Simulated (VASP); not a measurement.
Input of a VASP 6.6.1 run:

The input INCAR:

```
ALGO = Normal
EDIFF = 1E-7
ENCUT = 520
GGA = PE
ISIF = 2
ISMEAR = 0
LASPH = True
LCHARG = False
LREAL = False
LWAVE = False
NBANDS = 36
NELM = 100
PREC = Accurate
SIGMA = 0.1
```

The input KPOINTS:

```
k-points
0
Gamma
  6 6 2
```

The input POSCAR:

```
K2Ca3Cl
1.0
    4.6033356400      0.0000000000      0.0000000000
   -2.3016678200      3.9866056000      0.0000000000
    0.0000000000      0.0000000000      8.0834232600
K Ca Cl
2 3 1
Direct
    0.6666666700      0.3333333300      0.1857560900
    0.3333333300      0.6666666700      0.8142439100
    0.6666666700      0.3333333300      0.8504758500
    0.3333333300      0.6666666700      0.1495241500
    0.0000000000      0.0000000000      0.0000000000
    0.0000000000      0.0000000000      0.5000000000
```

Potentials or basis: VASP PAW PBE potentials, release 64 (K_sv, Ca_sv, Cl).

The run is started by

```sh
$ cat potpaw_PBE.64/K_sv/POTCAR potpaw_PBE.64/Ca_sv/POTCAR potpaw_PBE.64/Cl/POTCAR > POTCAR
$ mpirun -np 1 vasp_std > vasp.out
```

What does it give for the pressure?

20.8 GPa.

What does it give for the largest force?

3.459 eV/Å.

Forces on the atoms (eV/Å):
```
K    0.000  0.000  3.459
K    0.000  0.000 -3.459
Ca   0.000  0.000 -1.868
Ca   0.000  0.000  1.868
Ca   0.000  0.000  0.000
Cl   0.000  0.000  0.000
```

Caveat: the k points lie up to 0.39 Å⁻¹ apart, too coarse for converged energies and pressures of a metal; forces of over 1 eV/Å act on the atoms, so gaps and moduli don't describe the material at rest.
